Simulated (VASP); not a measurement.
The system is Zr2B3.

```
CELL_PARAMETERS angstrom
3.69642 0.00000 0.00000
-1.84821 3.20120 0.00000
0.00000 0.00000 5.11077
ATOMIC_POSITIONS crystal
Zr 0.33333 0.66667 0.50000
Zr 0.66667 0.33333 0.50000
B 0.00000 0.00000 0.74045
B 0.00000 0.00000 0.25955
B 0.00000 0.00000 0.00000
```

The cell was built from a structure type or drawn by symmetry, and may not be a known phase.

| Quantity | Value |
| --- | --- |
| Program | VASP 6.6.1 |
| Task | relaxation of cell and atoms |
| Functional | PBE |
| Potentials or basis | VASP PAW PBE potentials, release 64 (Zr_sv, B) |
| Cutoff | 600 eV |
| k mesh | 6 × 6 × 4 |
| Occupations | gaussian, width 0.1 eV |
| Spin | no spin polarisation |

At the start: pressure 87.1 GPa; volume 12.10 Å³/atom.

How do energy, volume and symmetry change on relaxing?

Over 15 steps the energy falls by 1943.3 meV/atom and the volume is 16.55 Å³/atom (+36.8 %); space group P6/mmm (No. 191, to 0.1 Å) before and after.

The path:
| step | energy change (eV) | largest force (eV/Å) | pressure (GPa) | volume (Å³) |
| --- | --- | --- | --- | --- |
| 1 | 0.0000 | 11.3441 | 87.05 | 60.48 |
| 2 | -2.9844 | 0.2125 | -14.38 | 138.13 |
| 3 | -6.8791 | 0.7778 | -3.06 | 89.66 |
| 4 | -6.9086 | 0.7476 | -1.75 | 88.25 |
| 5 | -6.9280 | 0.6925 | 0.55 | 86.07 |
| 6 | -9.0930 | 2.1428 | -8.95 | 91.94 |
| 7 | -9.1860 | 2.7375 | -8.85 | 92.71 |
| 8 | -9.0463 | 5.5912 | 4.50 | 82.97 |
| 9 | -9.5943 | 0.7189 | -3.84 | 87.59 |
| 10 | -9.5954 | 0.5749 | -3.60 | 87.41 |
| 11 | -9.6980 | 0.9717 | -1.12 | 83.67 |
| 12 | -9.7017 | 0.7465 | -1.60 | 84.25 |
| 13 | -9.6986 | 0.8827 | 1.30 | 81.69 |
| 14 | -9.7160 | 0.0352 | -0.30 | 83.02 |
| 15 | -9.7167 | 0.0225 | 0.13 | 82.75 |

Final structure:
```
Zr B
1.0
     4.50707    0.00000    0.00000
    -2.25354    3.90324    0.00000
     0.00000    0.00000    4.70370
Zr B
2 3
Direct
  0.33333 0.66667 0.50000
  0.66667 0.33333 0.50000
  0.00000 0.00000 0.66778
  0.00000 0.00000 0.33222
  0.00000 0.00000 0.00000
```

Caveat: the volume moved by over 15 % at a fixed basis, so the end points are rough.
